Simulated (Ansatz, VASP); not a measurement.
# One calculation of Al, two programs

```
Al
1.0
     2.79423    0.00000    0.00000
     0.00000    4.12334    0.00000
     0.00000    0.00000    2.85622
Al
2
Direct
  0.50000 0.00000 0.25027
  0.00000 0.50000 0.74973
```

Alike in both runs: functional PBE; k mesh 6 × 4 × 8; occupations gaussian, width 0.1 eV; no spin polarisation.

Ansatz relaxed the structure, and its values are those at the end. VASP's run is a single point on that final structure, the one shown.

|  | VASP | Ansatz |
| --- | --- | --- |
| version | VASP 6.6.1 | Ansatz 0.2.0 |
| potentials or method | VASP PAW PBE potentials, release 64 (Al), cutoff 520 eV | scalar-relativistic, plane waves, PAW |
| valence electrons in the cell | 6 | 6 |

Ansatz gave:

```
gap on the k mesh at the Fermi level (eV) : none
pressure (GPa)                            : 0.1
```

Problem. Estimate VASP's values.

Solution. gap on the k mesh at the Fermi level (eV): none; pressure (GPa): 0.0.

A gap of «none» marks a metal or a gap that the smearing closes.

The k mesh is coarse, so the values compare programs but aren't converged.
